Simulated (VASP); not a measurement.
A run of VASP 6.6.1 is set up as follows.

File INCAR:

```
PREC     = Accurate       # precision mode
ENCUT    = 520            # plane-wave cutoff, eV
EDIFF    = 1E-6           # SCF threshold, eV
ISMEAR   = 0              # smearing method
SIGMA    = 0.02           # smearing width, eV
LREAL    = Auto         
LASPH    = True           # aspherical terms in the spheres
NELM     = 80             # most SCF steps
ALGO     = Normal         # electronic algorithm
ISIF     = 2              # what is computed and relaxed
LWAVE    = False          # write WAVECAR
LCHARG   = True           # write CHGCAR
GGA      = PE             # functional
LELF     = True           # ELF
LVHAR    = True         
NBANDS   = 92             # bands
```

The input KPOINTS:

```
regular mesh
0
Gamma
  2 2 2
```

File POSCAR:

```
Ga9P8
1.0
    0.0000000000      5.5051169748     -5.5051169748
    5.5051169748      5.5051169748      0.0000000000
    5.5051169748      0.0000000000     -5.5051169748
Ga P
9 8
Direct
    0.5219781910      0.5218793739     -0.0659815226
    0.4873740217      0.0034371658      0.0080170867
    1.0035286308      0.4874184349      0.0078113690
    1.0012668260      0.0012949770      0.0140672760
    0.4878436757      0.4877256037      0.4900161999
    0.4845532824      0.0341648508      0.4964129759
    1.0342219840      0.4846672672      0.4961789209
    0.9865567843     -0.0133318693      0.5457160154
    0.7209997568      0.7210242794      0.3396233011
    0.3942067916      0.3941188734      0.3163944577
    0.3507242460      0.8826531793      0.3868226615
    0.8827427323      0.3507761976      0.3866250272
    0.8801239869      0.8802091803      0.3927045529
    0.3751664151      0.3750697777      0.8595150696
    0.3727461214      0.8889787488      0.8652827945
    0.8891142590      0.3727641046      0.8650620907
    0.8635973626      0.8636169807      0.9126657114
```

Potentials or basis: VASP PAW PBE potentials, release 64 (Ga_d, P).

The run is started by

```console
$ cat potpaw_PBE.64/Ga_d/POTCAR potpaw_PBE.64/P/POTCAR > POTCAR
$ mpirun -np 1 vasp_std > vasp.out
```

Q: Estimate the pressure.

A: 5.7 GPa.

Q: Predict the band gap on the k mesh.

A: Zero (an odd number of electrons rules out a gap without spin polarisation).

Stress tensor (GPa, compression positive):
```
 5.68  0.52  0.56
 0.52  5.80 -0.52
 0.56 -0.52  5.68
```

Caveat: the k points lie up to 0.49 Å⁻¹ apart, too coarse for converged energies and pressures of a metal.
